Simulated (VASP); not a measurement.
# TiO2 (P1) in VASP: relaxation of cell and atoms with PBEsol

Aim: the relaxation of cell and atoms of TiO2 with PBEsol.

Program: VASP 6.6.1. These are calculated values, not measurements. Logs are shortened: lines on timing, memory, paths and dates and some standing lists are left out, and cuts for length are marked.

## (1) The cell of the first run

The typed cell holds 6 atoms: a = 5.469 Å, b = 5.328 Å, c = 5.391 Å, α = 139.95°, β = 139.02°, γ = 57.96°.

## (2) Relaxation of cell and atoms, PBEsol

Input file INCAR:

```
SYSTEM = TiO2
  PREC = Accurate
  ENCUT = 600
  EDIFF = 1E-6
  ISMEAR = -1
  SIGMA = 0.05
  LREAL = .FALSE.
  LASPH = .TRUE.
  NELM = 60
  ALGO = Normal
  ISIF = 3
  LWAVE = .FALSE.
  LCHARG = .FALSE.
  GGA = PS
  IBRION = 2
  NSW = 100
  EDIFFG = -0.01
```

Input file KPOINTS:

```
Automatic mesh
0
G
  6 6 6
  0 0 0
```

Input file POSCAR:

```
TiO2
1.0
   -1.8444584308      1.9571448614      4.7624835206
    1.7893221930     -1.8077887325      4.6818546561
    1.8813939775      1.8447242792     -4.7035942071
Ti O
2 4
Direct
   -0.0065320277      0.0096657294     -0.0012888812
    0.7605020199      0.2528788101      0.5215601647
    0.9543660913      0.4642461841      0.5109565923
    0.2030551285      0.1982485955     -0.0175899492
    0.5434141960      0.0362125974      0.5056458553
    0.7970429925      0.7972095089     -0.0008452724
```

Potentials or basis: VASP PAW PBE potentials, release 64 (Ti_sv, O).

On the command line:

```
cat potpaw_PBE.64/Ti_sv/POTCAR potpaw_PBE.64/O/POTCAR > POTCAR
mpirun -np 1 vasp_std > vasp.out
```

OUTCAR:

```text
SYSTEM = TiO2
   PREC = Accurate
   ENCUT = 600
   EDIFF = 1E-6
   ISMEAR = -1
   LREAL = .FALSE.
   LASPH = .TRUE.
   NELM = 60
   ISIF = 3
   GGA = PS
   IBRION = 2
   NSW = 100
   EDIFFG = -0.01

 ion  position               nearest neighbor table
   1  0.993  0.010  0.999-   5 1.86   3 1.88   3 1.91   6 1.93   4 1.96   5 2.00   2 2.89
   2  0.761  0.253  0.522-   4 1.84   6 1.87   6 1.93   3 1.96   5 1.97   4 2.02   1 2.89
   3  0.954  0.464  0.511-   1 1.88   1 1.91   2 1.96
   4  0.203  0.198  0.982-   2 1.84   1 1.96   2 2.02
   5  0.543  0.036  0.506-   1 1.86   2 1.97   1 2.00
   6  0.797  0.797  0.999-   2 1.87   2 1.93   1 1.93

  LATTYP: Found a triclinic cell.
 ALAT       =     3.6709663642
 B/A-ratio  =     1.4255440006
 C/A-ratio  =     1.4686407928
 COS(alpha) =     0.0095895225
 COS(beta)  =     0.3575520256
 COS(gamma) =     0.6871859709

  Lattice vectors:

 A1 = (   3.6707161705,   0.0369355467,  -0.0217395510)
 A2 = (   3.6337806238,  -3.7649335939,  -0.0806288645)
 A3 = (   1.8813939775,   1.8447242792,  -4.7035942071)

Analysis of symmetry for initial positions (statically):
=====================================================================
 Subroutine PRICEL returns:
 Original cell was already a primitive cell.

 Routine SETGRP: Setting up the symmetry group for a
 triclinic supercell.

 Subroutine GETGRP returns: Found  1 space group operations
 (whereof  1 operations were pure point group operations)
 out of a pool of  2 trial point group operations.

The static configuration has the point symmetry C_1 .

Analysis of symmetry for dynamics (positions and initial velocities):
=====================================================================
 Subroutine PRICEL returns:
 Original cell was already a primitive cell.

 Routine SETGRP: Setting up the symmetry group for a
 triclinic supercell.

 Subroutine GETGRP returns: Found  1 space group operations
 (whereof  1 operations were pure point group operations)
 out of a pool of  2 trial point group operations.

The dynamic configuration has the point symmetry C_1 .

 Subroutine INISYM returns: Found  1 space group operations
 (whereof  1 operations are pure point group operations),
 and found     1 'primitive' translations

----------------------------------------------------------------------------------------

                                     Primitive cell

  volume of cell :      65.8756

  direct lattice vectors                    reciprocal lattice vectors
    -1.844458431  1.957144861  4.762483521    -0.002028464  0.261472366  0.101736685
     1.789322193 -1.807788732  4.681854656     0.273106797 -0.004319105  0.107546251
     1.881393977  1.844724279 -4.703594207     0.269790664  0.260446874 -0.002543756

  length of vectors
     5.469341112  5.328183277  5.391330952     0.280574885  0.293550972  0.375001396

  position of ions in fractional coordinates (direct lattice)
     0.993467972  0.009665729  0.998711119
     0.760502020  0.252878810  0.521560165
     0.954366091  0.464246184  0.510956592
     0.203055128  0.198248595  0.982410051
     0.543414196  0.036212597  0.505645855
     0.797042993  0.797209509  0.999154728

  ion indices of the primitive-cell ions
   primitive index   ion index
                 1           1
                 2           2
                 3           3
                 4           4
                 5           5
                 6           6

----------------------------------------------------------------------------------------

 KPOINTS: Automatic mesh

Automatic generation of k-mesh.
 Grid dimensions read from file:
 generate k-points for:    6    6    6

 Generating k-lattice:

  Cartesian coordinates                     Fractional coordinates (reciprocal lattice)
    -0.000338077  0.043578728  0.016956114     0.166666667  0.000000000 -0.000000000
     0.045517799 -0.000719851  0.017924375     0.000000000  0.166666667  0.000000000
     0.044965111  0.043407812 -0.000423959     0.000000000 -0.000000000  0.166666667

  Length of vectors
     0.046762481  0.048925162  0.062500233

  Shift w.r.t. Gamma in fractional coordinates (k-lattice)
     0.000000000  0.000000000  0.000000000

 Subroutine IBZKPT returns following result:
 ===========================================

 Found    112 irreducible k-points:

 Following reciprocal coordinates:
            Coordinates               Weight
  0.000000  0.000000  0.000000      1.000000
  0.166667  0.000000 -0.000000      2.000000
  0.333333  0.000000 -0.000000      2.000000
  0.500000  0.000000  0.000000      1.000000
  0.000000  0.166667  0.000000      2.000000
  0.166667  0.166667  0.000000      2.000000
[... 16 lines left out ...]
  0.333333  0.000000  0.166667      2.000000
  0.500000  0.000000  0.166667      2.000000
 [... further k-points ...]
   k-points           NKPTS =    112   k-points in BZ     NKDIM =    112   number of bands    NBANDS=     28
   number of dos      NEDOS =    301   number of ions     NIONS =      6
   total plane-waves  NPLWV = 110592
   dimension x,y,z NGX =    48 NGY =   48 NGZ =   48
   dimension x,y,z NGXF=    96 NGYF=   96 NGZF=   96
   ions per type =               2   4
   NGX,Y,Z   is equivalent  to a cutoff of  14.59, 14.98, 14.80 a.u.
   NGXF,Y,Z  is equivalent  to a cutoff of  29.18, 29.95, 29.60 a.u.
 SYSTEM =  TiO2
   PREC   = accura    normal or accurate (medium, high low for compatibility)
   ISTART =      0    job   : 0-new  1-cont  2-samecut
   ICHARG =      2    charge: 1-file 2-atom 10-const
   ISPIN  =      1    spin polarized calculation?
   LNONCOLLINEAR =      F non collinear calculations
   LSORBIT =      F    spin-orbit coupling
   LASPH  =      T    aspherical Exc in radial PAW
   ENCUT  =  600.0 eV  44.10 Ry    6.64 a.u.  10.92 10.64 10.77*2*pi/ulx,y,z
   NELM   =     60;   NELMIN=  2; NELMDL= -5     # of ELM steps
   EDIFF  = 0.1E-05   stopping-criterion for ELM
   LREAL  =      F    real-space projection
   EDIFFG = -.1E-01   stopping-criterion for IOM
   NSW    =    100    number of steps for IOM
   IBRION =      2    ionic relax: 0-MD 1-quasi-New 2-CG
   NFREE  =      1    steps in history (QN), initial steepest desc. (CG)
   ISIF   =      3    stress and relaxation
   ISYM   =      2    0-nonsym 1-usesym 2-fastsym
   POTIM  = 0.5000    time-step for ionic-motion
   TEBEG  =    0.0;   TEEND  =   0.0 temperature during run
   PSTRESS=    0.0 pullay stress
   NELECT =      48.0000    total number of electrons
   NUPDOWN=      -1.0000    fix difference up-down
   EMIN   =  10.00;   EMAX   =-10.00  energy-range for DOS
   EFERMI =   0.00;   METHOD = LEGACY
   ISMEAR =    -1;   SIGMA  =   0.05  broadening in eV -4-tet -1-fermi 0-gaus
   EFERMI_NEDOS =   21; number of points for ismear=-14 and -15
   IALGO  =     38    algorithm
   IMIX   =      4    mixing-type and parameters
     AMIX     =   0.40;   BMIX     =  1.00
     AMIX_MAG =   1.60;   BMIX_MAG =  1.00
  volume/ion in A,a.u.               =      10.98        74.09
  Fermi-wavevector in a.u.,A,eV,Ry     =   1.473150  2.783850 29.526968  2.170171
  Thomas-Fermi vector in A             =   2.588078
   LORBIT       =      0    0 simple, 1 ext, 2 COOP (PROOUT), +10 PAW based schemes
   GGA     = PS    functional components
   LHFCALC =     F    Hartree Fock is set to
   AEXX    =    0.0000 exact exchange contribution
   IVDW    =     0    specifies the selected vdW correction
   LEPSILON=     F    determine dielectric tensor
   LRPA    =     F    only Hartree local field effects (RPA)
 conjugate gradient relaxation of ions
 non-spin polarized calculation
  energy-cutoff  :      600.00
  volume of cell :       65.88
 maximum number of plane-waves:      2222
 NGX is ok and might be reduce to    48
   NGX = 21   NGY = 21   NGZ = 21

--------------------------------------- Ionic step        1  -------------------------------------------

 number of electron      47.9999998 magnetization

 Free energy of the ion-electron system (eV)
  ---------------------------------------------------
  ext. energy  EPLUGINS =         0.00000000
  ---------------------------------------------------
  free energy    TOTEN  =       -56.01522841 eV

  energy without entropy =      -56.01522841  energy(sigma->0) =      -56.01522841

------------------------ aborting loop because EDIFF is reached ----------------------------------------

  FORCE on cell =-STRESS in cart. coord.  units (eV):
  Direction    XX          YY          ZZ          XY          YZ          ZX
  --------------------------------------------------------------------------------------
  -------------------------------------------------------------------------------------
  Total        4.8620653      2.0027583      4.0386224     -0.4905223     -1.5460854      0.1483961
  in kB      118.2514675     48.7095690     98.2243147    -11.9301128    -37.6027167      3.6091783
  external PRESSURE =      88.3951171 kB  Pullay stress =       0.0000000 kB
[... 101 lines left out ...]
  FREE ENERGIE OF THE ION-ELECTRON SYSTEM (eV)
  ---------------------------------------------------
  free  energy   TOTEN  =       -56.1558312481 eV

  energy  without entropy=      -56.1558312480  energy(sigma->0) =      -56.15583125

[... ionic steps 4 to 20 ...]

--------------------------------------- Ionic step       21  -------------------------------------------

 number of electron      47.9999999 magnetization

------------------------ aborting loop because EDIFF is reached ----------------------------------------

  FORCE on cell =-STRESS in cart. coord.  units (eV):
  Direction    XX          YY          ZZ          XY          YZ          ZX
  --------------------------------------------------------------------------------------
  -------------------------------------------------------------------------------------
  Total       -0.0081426      0.0088093     -0.0043853     -0.0067386      0.0105336      0.0135677
  in kB       -0.1917644      0.2074661     -0.1032773     -0.1587003      0.2480760      0.3195316
  external PRESSURE =      -0.0291918 kB  Pullay stress =       0.0000000 kB
[... 65 lines left out ...]
  energy  without entropy=      -56.2213456593  energy(sigma->0) =      -56.22134566

--------------------------------------- Ionic step       23  -------------------------------------------

 number of electron      47.9999999 magnetization

 Free energy of the ion-electron system (eV)
  ---------------------------------------------------
  ext. energy  EPLUGINS =         0.00000000
  ---------------------------------------------------
  free energy    TOTEN  =       -56.22137147 eV

  energy without entropy =      -56.22137147  energy(sigma->0) =      -56.22137147

 E-fermi :   4.3757     XC(G=0): -11.0231

 val. band max:        3.2489390865   @ k =   0.5000   0.5000   0.0000
 cond. band min:       5.3772190991   @ k =   0.0000   0.0000   0.0000
 fundamental gap:      2.1282800126
 Fermi energy:         4.3757231808

 k-point     1 :       0.0000    0.0000    0.0000
  band No.  band energies     occupation
      1     -52.8221      2.00000
      2     -52.7604      2.00000
      3     -29.4107      2.00000
      4     -29.1644      2.00000
      5     -29.1643      2.00000
      6     -29.0921      2.00000
[... 733 lines left out ...]
     27       6.8210      0.00000
     28       6.9531      0.00000

 [... further k-points ...]
[... 5 lines left out ...]
  --------------------------------------------------------------------------------------
  -------------------------------------------------------------------------------------
  Total        0.0237957     -0.0176461     -0.0049915      0.0012060      0.0042449      0.0097889
  in kB        0.5603885     -0.4155634     -0.1175496      0.0284021      0.0999677      0.2305290
  external PRESSURE =       0.0090918 kB  Pullay stress =       0.0000000 kB
[... 21 lines left out ...]
  FREE ENERGIE OF THE ION-ELECTRON SYSTEM (eV)
  ---------------------------------------------------
  free  energy   TOTEN  =       -56.2213714664 eV

  energy  without entropy=      -56.2213714663  energy(sigma->0) =      -56.22137147

 reached required accuracy - stopping structural energy minimisation
```

It took 37 min on 1 thread of Intel Xeon 6975P-C (Granite Rapids), shared host; peak memory 0.53 GiB.

Results:

| Item | Value |
| --- | --- |
| Free energy | -56.2214 eV |
| Relaxed volume | 11.34 Å³/atom |
| Relaxed cell | a = 5.477 Å, b = 5.473 Å, c = 5.477 Å, α = 139.70°, β = 139.71°, γ = 58.32° |
| Space group after relaxing (to 0.1 Å) | I4_1/amd (No. 141) |
| Energy gained by relaxing | 34.4 meV/atom |
| Ionic steps | 23 |
| Pressure after relaxing | 0.0 GPa |
| Largest force after relaxing | 0.007 eV/Å |
| Band gap on the k mesh | 2.13 eV (least direct gap 2.43 eV) |

Forces in eV/Å, atoms in the order of the input:
```
Ti  -0.004 -0.004  0.002
Ti   0.002  0.005 -0.003
O    0.003  0.001  0.002
O    0.004 -0.001 -0.002
O   -0.007 -0.001  0.000
O    0.001  0.000  0.002
```

Step by step:
```csv
step,energy change (eV),largest force (eV/Å),pressure (GPa),volume (Å³)
1,0.0000,1.1802,8.84,65.88
2,-0.0327,0.6591,-10.99,71.80
3,-0.1406,0.6036,-2.65,68.90
4,-0.1942,0.2166,-0.44,68.18
5,-0.1980,0.1874,0.41,67.93
6,-0.2025,0.1043,-0.32,68.12
7,-0.2025,0.1107,-0.38,68.13
8,-0.2046,0.0795,0.15,67.96
9,-0.2046,0.0799,0.17,67.95
10,-0.2054,0.0313,0.10,68.01
11,-0.2054,0.0349,0.07,68.01
12,-0.2056,0.0204,-0.09,68.07
13,-0.2056,0.0219,-0.17,68.09
14,-0.2057,0.0198,-0.16,68.07
15,-0.2059,0.0242,0.01,68.02
16,-0.2059,0.0233,0.02,68.03
17,-0.2060,0.0177,0.01,68.03
18,-0.2060,0.0187,0.01,68.03
19,-0.2061,0.0202,-0.02,68.04
20,-0.2061,0.0146,-0.02,68.04
21,-0.2061,0.0111,0.00,68.03
22,-0.2061,0.0132,0.02,68.03
23,-0.2061,0.0069,0.00,68.03
```

Final structure:
```yaml
crystal:
  lattice:
    - [-1.88947, 1.88667, 4.78203]
    - [1.88282, -1.88650, 4.77964]
    - [1.88901, 1.88613, -4.78244]
  atoms:
    - { symbol: Ti, position: [0.00062, 0.00212, 0.00405] }
    - { symbol: Ti, position: [0.74997, 0.25072, 0.50208] }
    - { symbol: O, position: [0.95765, 0.45924, 0.50322] }
    - { symbol: O, position: [0.20787, 0.20757, 0.00172] }
    - { symbol: O, position: [0.54280, 0.04533, 0.50454] }
    - { symbol: O, position: [0.79295, 0.79347, 0.00284] }
```

Levels at points of the mesh, in eV from the valence-band top:
```tsv
k point	band 21	band 22	band 23	band 24	band 25	band 26	band 27	band 28
(0.00, 0.00, 0.00)	-0.74	-0.73	-0.43	-0.42	2.13	2.87	4.07	4.07
(0.50, 0.00, 0.00)	-1.95	-0.92	-0.80	-0.61	3.29	3.60	3.61	3.70
(0.00, 0.50, 0.00)	-1.94	-0.92	-0.80	-0.60	3.28	3.60	3.61	3.69
(0.50, 0.50, 0.00)	-2.06	-2.04	0.00	0.00	3.36	3.37	3.85	3.87
(0.00, 0.00, 0.50)	-2.06	-2.04	0.00	0.00	3.36	3.37	3.85	3.87
(0.50, 0.00, 0.50)	-1.94	-0.92	-0.80	-0.61	3.28	3.60	3.62	3.70
(0.00, 0.50, 0.50)	-1.94	-0.92	-0.80	-0.61	3.28	3.61	3.62	3.69
(0.50, 0.50, 0.50)	-1.23	-1.23	-0.07	-0.07	2.49	2.49	3.83	3.83
```

Caveat: the PAW data sets were made with another functional, which shifts forces and pressure a little.
